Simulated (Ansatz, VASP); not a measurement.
# SnH5: VASP beside Ansatz

INCAR

```
PREC = Accurate
ENCUT = 600
EDIFF = 1E-7
ISMEAR = 0
SIGMA = 0.1
LREAL = False
LASPH = True
NELM = 80
ALGO = Normal
ISIF = 3
LWAVE = False
LCHARG = False
GGA = PE
IBRION = 2
NSW = 100
EDIFFG = -0.01
```

Contents of KPOINTS:

```
regular mesh
0
Gamma
  12 12 12
```

The input POSCAR:

```
SnH5
1.0
    0.0000000000      2.7349804416      2.7349804416
    2.7349804416      0.0000000000      2.7349804416
    2.7349804416      2.7349804416      0.0000000000
Sn H
1 5
Direct
    0.7500000000      0.7500000000      0.7500000000
    0.3455507750      0.9633476751      0.3455507750
    0.3455507750      0.3455507750      0.3455507750
    0.9633476751      0.3455507750      0.3455507750
    0.3455507750      0.3455507750      0.9633476751
    0.0000000000      0.0000000000      0.0000000000
```

Input for Ansatz:

```yaml
crystal:
  lattice:
    - [0.0, 2.7349804416, 2.7349804416]
    - [2.7349804416, 0.0, 2.7349804416]
    - [2.7349804416, 2.7349804416, 0.0]
  atoms:
    - { symbol: Sn, position: [0.75, 0.75, 0.75] }
    - { symbol: H, position: [0.345550775, 0.9633476751, 0.345550775] }
    - { symbol: H, position: [0.345550775, 0.345550775, 0.345550775] }
    - { symbol: H, position: [0.9633476751, 0.345550775, 0.345550775] }
    - { symbol: H, position: [0.345550775, 0.345550775, 0.9633476751] }
    - { symbol: H, position: [0.0, 0.0, 0.0] }
basis:
  ecutwfc: 420
kpoints:
  mp_grid: { grid: [12, 12, 12] }
hamiltonian:
  xc: pbe
scf:
  occupations: { method: gaussian, width: 0.1 }
output:
  forces: true
  stress: true
  eigenvalues: true
relax:
  adjacent_minimum: "off"
  f_tol: 0.01
  max_steps: 80
  cell: { stress_tol: 0.05 }
```

Alike in both runs: task relaxation of cell and atoms; functional PBE; k mesh 12 × 12 × 12; occupations gaussian, width 0.1 eV; no spin polarisation.

|  | VASP | Ansatz |
| --- | --- | --- |
| version | VASP 6.6.1 | Ansatz 0.2.0 |
| potentials or method | VASP PAW PBE potentials, release 64 (Sn_d, H), cutoff 600 eV | scalar-relativistic, plane waves, PAW |
| valence electrons in the cell | 19 | 19 |

|  | VASP | Ansatz | Ansatz less VASP |
| --- | --- | --- | --- |
| gap on the k mesh at the Fermi level, each at its own relaxed structure (eV) | none | none | - |
| relaxed volume (Å³/atom) | 6.86 | 6.86 | 0.000 |
| relaxed cell length with the largest relative difference (Å) | 3.876 | 3.876 | 0.0000 |

A gap of «none» marks a metal or a gap that the smearing closes.
